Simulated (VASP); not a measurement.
# Mg in VASP: notebook

Mg is run at these levels: PBE; tasks: single point.

Program: VASP 6.6.1. These are calculated values, not measurements. Logs are shortened: lines on timing, memory, paths and dates and some standing lists are left out, and cuts for length are marked.

## Step 1: The cell of the first run

Symmetry: I4/mmm, No. 139, tetragonal system. Conventional cell: a = 3.308 Å, b = 3.308 Å, c = 4.229 Å, α = 90.00°, β = 90.00°, γ = 90.00°. Mg (site symmetry 4/mmm) has 12 Mg at 3.15 to 3.31 Å within 4.1 Å.

## Step 2: Single point, PBE

File INCAR:

```
SYSTEM = Mg
ALGO = Fast
EDIFF = 1E-7
ENCUT = 520
GGA = PE
ISIF = 2
ISMEAR = 0
LASPH = .TRUE.
LCHARG = .FALSE.
LREAL = .FALSE.
LWAVE = .FALSE.
NBANDS = 7
NELM = 80
PREC = Accurate
SIGMA = 0.1
```

File KPOINTS:

```
k-points
0
G
  8 8 8
  0 0 0
```

File POSCAR:

```
Mg
1.0
   -1.6537504007      1.6537504007      2.1146715126
    1.6537504007     -1.6537504007      2.1146715126
    1.6537504007      1.6537504007     -2.1146715126
Mg
1
Direct
    0.0000000000      0.0000000000      0.0000000000
```

Potentials or basis: VASP PAW PBE potentials, release 64 (Mg).

Launch:

```bash
> cat potpaw_PBE.64/Mg/POTCAR > POTCAR
> mpirun -np 1 vasp_std > vasp.out
```

OUTCAR:

```text
SYSTEM = Mg
   EDIFF = 1E-7
   ENCUT = 520
   GGA = PE
   ISIF = 2
   ISMEAR = 0
   LASPH = .TRUE.
   LREAL = .FALSE.
   NELM = 80
   PREC = Accurate

 ion  position               nearest neighbor table
   1  0.000  0.000  0.000-

  LATTYP: Found a body centered tetragonal cell.
 ALAT       =     3.3075008014
 C/A-ratio  =     1.2787126230

  Lattice vectors:

 A1 = (  -1.6537504007,   1.6537504007,   2.1146715126)
 A2 = (   1.6537504007,  -1.6537504007,   2.1146715126)
 A3 = (   1.6537504007,   1.6537504007,  -2.1146715126)

Analysis of symmetry for initial positions (statically):
=====================================================================
 Subroutine PRICEL returns:
 Original cell was already a primitive cell.

 Routine SETGRP: Setting up the symmetry group for a
 body centered tetragonal supercell.

 Subroutine GETGRP returns: Found 16 space group operations
 (whereof 16 operations were pure point group operations)
 out of a pool of 16 trial point group operations.

The static configuration has the point symmetry D_4h.

Analysis of symmetry for dynamics (positions and initial velocities):
=====================================================================
 Subroutine PRICEL returns:
 Original cell was already a primitive cell.

 Routine SETGRP: Setting up the symmetry group for a
 body centered tetragonal supercell.

 Subroutine GETGRP returns: Found 16 space group operations
 (whereof 16 operations were pure point group operations)
 out of a pool of 16 trial point group operations.

The dynamic configuration has the point symmetry D_4h.

 Subroutine INISYM returns: Found 16 space group operations
 (whereof 16 operations are pure point group operations),
 and found     1 'primitive' translations

----------------------------------------------------------------------------------------

                                     Primitive cell

  volume of cell :      23.1336

  direct lattice vectors                    reciprocal lattice vectors
    -1.653750401  1.653750401  2.114671513     0.000000000  0.302343086  0.236443342
     1.653750401 -1.653750401  2.114671513     0.302343086  0.000000000  0.236443342
     1.653750401  1.653750401 -2.114671513     0.302343086  0.302343086  0.000000000

  length of vectors
     3.153032886  3.153032886  3.153032886     0.383818702  0.383818702  0.427577693

  position of ions in fractional coordinates (direct lattice)
     0.000000000  0.000000000  0.000000000

  ion indices of the primitive-cell ions
   primitive index   ion index
                 1           1

----------------------------------------------------------------------------------------

 KPOINTS: k-points

Automatic generation of k-mesh.
 Grid dimensions read from file:
 generate k-points for:    8    8    8

 Generating k-lattice:

  Cartesian coordinates                     Fractional coordinates (reciprocal lattice)
     0.000000000  0.037792886  0.029555418     0.125000000 -0.000000000  0.000000000
     0.037792886  0.000000000  0.029555418    -0.000000000  0.125000000  0.000000000
     0.037792886  0.037792886  0.000000000     0.000000000  0.000000000  0.125000000

  Length of vectors
     0.047977338  0.047977338  0.053447212

  Shift w.r.t. Gamma in fractional coordinates (k-lattice)
     0.000000000  0.000000000  0.000000000

 Subroutine IBZKPT returns following result:
 ===========================================

 Found     59 irreducible k-points:

 Following reciprocal coordinates:
            Coordinates               Weight
  0.000000  0.000000  0.000000      1.000000
  0.125000  0.000000 -0.000000      8.000000
  0.250000  0.000000 -0.000000      8.000000
  0.375000  0.000000 -0.000000      8.000000
  0.500000  0.000000 -0.000000      4.000000
  0.125000  0.125000 -0.000000      8.000000
[... 16 lines left out ...]
  0.250000  0.125000  0.125000     16.000000
  0.375000  0.125000  0.125000      8.000000
 [... further k-points ...]
   k-points           NKPTS =     59   k-points in BZ     NKDIM =     59   number of bands    NBANDS=      7
   number of dos      NEDOS =    301   number of ions     NIONS =      1
   total plane-waves  NPLWV =  13824
   dimension x,y,z NGX =    24 NGY =   24 NGZ =   24
   dimension x,y,z NGXF=    48 NGYF=   48 NGZF=   48
   ions per type =               1
   NGX,Y,Z   is equivalent  to a cutoff of  12.65, 12.65, 12.65 a.u.
   NGXF,Y,Z  is equivalent  to a cutoff of  25.31, 25.31, 25.31 a.u.
 SYSTEM =  Mg
   PREC   = accura    normal or accurate (medium, high low for compatibility)
   ISTART =      0    job   : 0-new  1-cont  2-samecut
   ICHARG =      2    charge: 1-file 2-atom 10-const
   ISPIN  =      1    spin polarized calculation?
   LNONCOLLINEAR =      F non collinear calculations
   LSORBIT =      F    spin-orbit coupling
   LASPH  =      T    aspherical Exc in radial PAW
   ENCUT  =  520.0 eV  38.22 Ry    6.18 a.u.   5.86  5.86  5.86*2*pi/ulx,y,z
   NELM   =     80;   NELMIN=  2; NELMDL= -5     # of ELM steps
   EDIFF  = 0.1E-06   stopping-criterion for ELM
   LREAL  =      F    real-space projection
   EDIFFG = 0.1E-05   stopping-criterion for IOM
   NSW    =      0    number of steps for IOM
   IBRION =     -1    ionic relax: 0-MD 1-quasi-New 2-CG
   NFREE  =      0    steps in history (QN), initial steepest desc. (CG)
   ISIF   =      2    stress and relaxation
   ISYM   =      2    0-nonsym 1-usesym 2-fastsym
   POTIM  = 0.5000    time-step for ionic-motion
   TEBEG  =    0.0;   TEEND  =   0.0 temperature during run
   PSTRESS=    0.0 pullay stress
   NELECT =       2.0000    total number of electrons
   NUPDOWN=      -1.0000    fix difference up-down
   EMIN   =  10.00;   EMAX   =-10.00  energy-range for DOS
   EFERMI =   0.00;   METHOD = LEGACY
   ISMEAR =     0;   SIGMA  =   0.10  broadening in eV -4-tet -1-fermi 0-gaus
   EFERMI_NEDOS =   21; number of points for ismear=-14 and -15
   IALGO  =     68    algorithm
   IMIX   =      4    mixing-type and parameters
     AMIX     =   0.40;   BMIX     =  1.00
     AMIX_MAG =   1.60;   BMIX_MAG =  1.00
  volume/ion in A,a.u.               =      23.13       156.11
  Fermi-wavevector in a.u.,A,eV,Ry     =   0.723887  1.367947  7.129614  0.524012
  Thomas-Fermi vector in A             =   1.814217
   LORBIT       =      0    0 simple, 1 ext, 2 COOP (PROOUT), +10 PAW based schemes
   GGA     = PE    functional components
   LHFCALC =     F    Hartree Fock is set to
   AEXX    =    0.0000 exact exchange contribution
   IVDW    =     0    specifies the selected vdW correction
   LEPSILON=     F    determine dielectric tensor
   LRPA    =     F    only Hartree local field effects (RPA)
 non-spin polarized calculation
 RMM-DIIS sequential band-by-band and
 Gauss-broadening in eV      SIGMA  =   0.10
  energy-cutoff  :      520.00
  volume of cell :       23.13
 maximum number of plane-waves:       632
   NGX = 11   NGY = 11   NGZ = 11

 number of electron       2.0000000 magnetization

 Free energy of the ion-electron system (eV)
  ---------------------------------------------------
  ext. energy  EPLUGINS =         0.00000000
  ---------------------------------------------------
  free energy    TOTEN  =        -1.49457632 eV

  energy without entropy =       -1.49083664  energy(sigma->0) =       -1.49270648

 E-fermi :   2.4805     XC(G=0):  -8.4678

 val. band max:        2.4671987960   @ k =   0.5000   0.1250  -0.0000
 cond. band min:       2.8261911861   @ k =   0.3750   0.3750  -0.0000
 fundamental gap:      0.3589923901
 Fermi energy:         2.4805300215

 k-point     1 :       0.0000    0.0000    0.0000
  band No.  band energies     occupation
      1      -4.3046      2.00000
      2      14.7760      0.00000
      3      14.7760      0.00000
      4      15.4536      0.00000
      5      16.7380      0.00000
      6      16.9347      0.00000
      7      16.9347      0.00000

 k-point     2 :       0.1250    0.0000   -0.0000
  band No.  band energies     occupation
      1      -3.9577      2.00000
      2      11.5284      0.00000
      3      14.0403      0.00000
      4      14.7099      0.00000
      5      16.6711      0.00000
      6      17.5468      0.00000
      7      17.7996      0.00000

 k-point     3 :       0.2500    0.0000   -0.0000
  band No.  band energies     occupation
      1      -2.9245      2.00000
      2       7.5640      0.00000
      3      13.2416      0.00000
      4      14.1870      0.00000
      5      15.6316      0.00000
      6      16.1174      0.00000
      7      17.3243      0.00000

 k-point     4 :       0.3750    0.0000   -0.0000
  band No.  band energies     occupation
      1      -1.2269      2.00000
      2       4.0695      0.00000
      3      12.9081      0.00000
      4      14.0727      0.00000
      5      14.2415      0.00000
      6      15.3005      0.00000
      7      16.8527      0.00000

 k-point     5 :       0.5000    0.0000   -0.0000
  band No.  band energies     occupation
      1       0.9111      2.00000
      2       1.3297      2.00000
      3      12.9309      0.00000
      4      13.6379      0.00000
      5      14.4152      0.00000
      6      14.4869      0.00000
      7      17.3967      0.00000

 k-point     6 :       0.1250    0.1250   -0.0000
  band No.  band energies     occupation
      1      -3.3506      2.00000
      2       9.8138      0.00000
      3      10.8665      0.00000
      4      15.8059      0.00000
      5      15.8339      0.00000
      6      17.2790      0.00000
      7      18.1424      0.00000

 k-point     7 :       0.2500    0.1250   -0.0000
  band No.  band energies     occupation
      1      -2.0657      2.00000
      2       6.4087      0.00000
      3       9.7707      0.00000
      4      14.0287      0.00000
      5      15.7956      0.00000
      6      17.5594      0.00000
      7      18.5936      0.00000

 k-point     8 :       0.3750    0.1250    0.0000
  band No.  band energies     occupation
      1      -0.1331      2.00000
      2       3.1620      0.00000
      3       9.6298      0.00000
      4      12.7629      0.00000
      5      15.4709      0.00000
      6      16.1405      0.00000
      7      19.1593      0.00000

 k-point     9 :       0.5000    0.1250   -0.0000
  band No.  band energies     occupation
      1       0.4198      2.00000
      2       2.4672      1.14954
      3      10.1202      0.00000
      4      12.0895      0.00000
      5      14.3865      0.00000
      6      16.5154      0.00000
      7      18.8393      0.00000

 k-point    10 :      -0.3750    0.1250    0.0000
  band No.  band energies     occupation
      1      -1.6575      2.00000
      2       5.5912      0.00000
      3      11.1841      0.00000
      4      12.0201      0.00000
      5      13.7414      0.00000
      6      17.5714      0.00000
      7      18.7088      0.00000

 k-point    11 :      -0.2500    0.1250    0.0000
  band No.  band energies     occupation
      1      -3.1020      2.00000
      2       9.2316      0.00000
      3      12.3085      0.00000
      4      12.8989      0.00000
      5      13.7313      0.00000
      6      16.8811      0.00000
      7      19.0057      0.00000
[... 51 lines left out ...]
 k-point    17 :      -0.2500    0.2500    0.0000
  band No.  band energies     occupation
      1      -2.5947      2.00000
      2      10.3492      0.00000
      3      10.7932      0.00000
      4      11.3115      0.00000
      5      11.6956      0.00000
      6      14.3532      0.00000
      7      22.0757      0.00000

 k-point    18 :       0.3750    0.3750   -0.0000
  band No.  band energies     occupation
      1       2.8262      0.00000
      2       3.4998      0.00000
      3       4.3686      0.00000
      4      10.4854      0.00000
      5      12.2133      0.00000
      6      18.3762      0.00000
      7      21.6514      0.00000

 k-point    19 :       0.5000    0.3750   -0.0000
  band No.  band energies     occupation
      1       1.0411      2.00000
      2       4.4108      0.00000
      3       6.9315      0.00000
      4      10.1949      0.00000
      5      11.2623      0.00000
      6      14.8462      0.00000
      7      22.9992      0.00000

 k-point    20 :      -0.3750    0.3750    0.0000
  band No.  band energies     occupation
      1      -0.5026      2.00000
      2       6.0709      0.00000
      3       9.5399      0.00000
      4      10.2609      0.00000
      5      10.6034      0.00000
      6      13.1793      0.00000
      7      24.1081      0.00000

 k-point    21 :       0.5000    0.5000   -0.0000
  band No.  band energies     occupation
      1       1.9606      2.00000
      2       2.8759      0.00000
      3       9.1195      0.00000
      4       9.9110      0.00000
      5      10.2398      0.00000
      6      12.7638      0.00000
      7      25.5089      0.00000

 k-point    22 :       0.1250    0.1250    0.1250
  band No.  band energies     occupation
      1      -2.0780      2.00000
      2       7.8352      0.00000
      3       8.9519      0.00000
      4      11.0901      0.00000
      5      15.5669      0.00000
      6      17.1270      0.00000
      7      20.6410      0.00000

 k-point    23 :       0.2500    0.1250    0.1250
  band No.  band energies     occupation
      1      -0.3968      2.00000
      2       4.8149      0.00000
      3       8.1174      0.00000
      4       9.6325      0.00000
      5      16.5235      0.00000
      6      19.0076      0.00000
      7      19.6969      0.00000

 k-point    24 :       0.3750    0.1250    0.1250
  band No.  band energies     occupation
      1       1.6981      2.00000
      2       2.1535      2.00000
      3       8.0708      0.00000
      4       9.0220      0.00000
      5      17.3632      0.00000
      6      17.7052      0.00000
      7      21.1611      0.00000

 [... further k-points ...]
[... 5 lines left out ...]
  --------------------------------------------------------------------------------------
  -------------------------------------------------------------------------------------
  Total       -0.0869624     -0.0869624      0.1359336      0.0000000     -0.0000000      0.0000000
  in kB       -6.0228114     -6.0228114      9.4144418      0.0000000     -0.0000000      0.0000000
  external PRESSURE =      -0.8770603 kB  Pullay stress =       0.0000000 kB

 VOLUME and BASIS-vectors are now :
 -----------------------------------------------------------------------------
  energy-cutoff  :      520.00
  volume of cell :       23.13
      direct lattice vectors                 reciprocal lattice vectors
    -1.653750401  1.653750401  2.114671513     0.000000000  0.302343086  0.236443342
     1.653750401 -1.653750401  2.114671513     0.302343086  0.000000000  0.236443342
     1.653750401  1.653750401 -2.114671513     0.302343086  0.302343086  0.000000000

 POSITION                                       TOTAL-FORCE (eV/Angst)
 -----------------------------------------------------------------------------------
      0.00000      0.00000      0.00000         0.000000      0.000000      0.000000
 -----------------------------------------------------------------------------------
    total drift:                                0.000000      0.000000      0.000000

  FREE ENERGIE OF THE ION-ELECTRON SYSTEM (eV)
  ---------------------------------------------------
  free  energy   TOTEN  =        -1.4945763232 eV

  energy  without entropy=       -1.4908366413  energy(sigma->0) =       -1.49270648
```

Wall time 3.7 s (1 thread of AMD EPYC 9R45 (Zen 5), shared host); peak memory 0.11 GiB.

Results:

```
Free energy            : -1.4946 eV
Pressure               : -0.1 GPa
Band gap on the k mesh : zero (band 1 reaches 3.87 eV, above the bottom of band 2 at 1.33 eV)
```

Levels at points of the mesh, in eV from the Fermi level:
```csv
k point,band 1,band 2,band 3,band 4,band 5
"(0.00, 0.00, 0.00)",-6.79,12.30,12.30,12.97,14.26
"(0.50, 0.00, 0.00)",-1.57,-1.15,10.45,11.16,11.93
"(0.50, 0.50, 0.00)",-0.52,0.40,6.64,7.43,7.76
"(0.50, 0.50, 0.50)",0.83,1.92,5.51,6.04,6.04
```

## Step 3: Single point, PBE

This run uses another cell than the first one: it holds 8 atoms, not 1.

File INCAR:

```
SYSTEM = Mg
PREC = Accurate
ENCUT = 520
EDIFF = 1E-6
ISMEAR = 0
SIGMA = 0.2
LREAL = .False.
LASPH = .True.
NELM = 60
ALGO = Normal
ISIF = 2
LWAVE = .False.
LCHARG = .False.
GGA = PE
NBANDS = 18
```

File KPOINTS:

```
Automatic mesh
0
Gamma
  4 4 4
  0 0 0
```

File POSCAR:

```
Mg
1.0
    1.3268442905     -0.3269102318      5.1929196336
    6.2949293721      0.1507410914     -0.2820989022
    3.2896683573      5.7005978738     -0.5061956941
Mg
8
Direct
    0.5001425707      0.6869265301      0.7500867567
    0.5001654508      0.6869247349      0.2498445826
    0.5005273889      0.1869589802      0.2503201676
    0.5001984887      0.1869107054      0.7501975712
    0.9996351849      0.6881751704      0.5001207544
    0.9996658736      0.6881920355     -0.0002165531
    0.0000664056      0.1878507075     -0.0001582153
   -0.0004013631      0.1880611361      0.4998049358
```

Potentials or basis: VASP PAW PBE potentials, release 64 (Mg).

Launch:

```bash
> cat potpaw_PBE.64/Mg/POTCAR > POTCAR
> mpirun -np 1 vasp_std > vasp.out
```

Wall time 50 s (1 thread of AMD EPYC 9R45 (Zen 5), shared host); peak memory 0.3 GiB.

It converged, with:

```
Free energy            : -12.0035 eV
Pressure               : -0.2 GPa
Largest force          : 0.011 eV/Å
Band gap on the k mesh : zero (band 8 reaches 3.67 eV, above the bottom of band 9 at 1.32 eV)
```

Forces in eV/Å, atoms in the order of the input:
```
Mg   0.002  0.001 -0.005
Mg   0.006  0.006 -0.006
Mg  -0.003 -0.002 -0.009
Mg   0.003 -0.001 -0.005
Mg  -0.007 -0.005  0.007
Mg  -0.005  0.001  0.006
Mg   0.002  0.001  0.003
Mg   0.003 -0.001  0.009
```

Stress tensor (GPa, compression positive):
```
-0.12  0.00  0.02
 0.00 -0.18  0.01
 0.02  0.01 -0.21
```

Levels at points of the mesh, in eV from the Fermi level:
| k point | band 5 | band 6 | band 7 | band 8 | band 9 | band 10 | band 11 | band 12 |
| --- | --- | --- | --- | --- | --- | --- | --- | --- |
| (0.00, 0.00, 0.00) | -2.08 | -1.61 | -1.60 | -1.20 | -1.18 | 0.81 | 1.86 | 1.86 |
| (0.50, 0.00, 0.00) | -1.38 | -1.37 | -1.18 | -1.13 | -0.55 | -0.54 | 0.36 | 0.38 |
| (0.00, 0.50, 0.00) | -1.37 | -1.36 | 1.16 | 1.16 | 1.35 | 1.35 | 1.37 | 1.37 |
| (0.50, 0.50, 0.00) | -2.09 | -2.09 | -2.07 | -2.07 | 1.86 | 1.86 | 1.90 | 1.90 |
| (0.00, 0.00, 0.50) | -0.93 | -0.93 | 0.37 | 0.37 | 0.39 | 0.39 | 1.07 | 1.07 |
| (0.50, 0.00, 0.50) | -2.52 | -2.52 | -0.68 | -0.68 | 1.92 | 1.92 | 2.02 | 2.02 |
| (0.00, 0.50, 0.50) | -0.91 | -0.91 | 0.35 | 0.35 | 0.37 | 0.37 | 1.05 | 1.05 |
| (0.50, 0.50, 0.50) | -2.54 | -2.54 | -0.68 | -0.68 | 1.94 | 1.94 | 1.97 | 1.97 |
